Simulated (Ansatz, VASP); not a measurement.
# One calculation of Ag, two programs

```xyz
1
Lattice="-1.6557 1.6557 1.6557 1.6557 -1.6557 1.6557 1.6557 1.6557 -1.6557" Properties=species:S:1:pos:R:3 pbc="T T T"
Ag    0.0000    0.0000    0.0000
```

Alike in both runs: task relaxation of cell and atoms; functional PBEsol; dispersion D3(BJ); k mesh 11 × 11 × 11; occupations fermi-dirac, width 0.05 eV; no spin polarisation.

|  | VASP | Ansatz |
| --- | --- | --- |
| version | VASP 6.6.1 | Ansatz 0.2.0 |
| potentials or method | VASP PAW PBE potentials, release 64 (Ag), cutoff 600 eV | all-electron LAPW, scalar-relativistic |

|  | VASP | Ansatz | Ansatz less VASP |
| --- | --- | --- | --- |
| relaxed volume (Å³/atom) | 16.02 | 16.04 | +0.024 |
| relaxed cell length with the largest relative difference (Å) | 2.751 | 2.752 | +0.0014 |

VASP's potentials were made for PBE, not for PBEsol. Ansatz ran all-electron here, and VASP with PAW potentials.
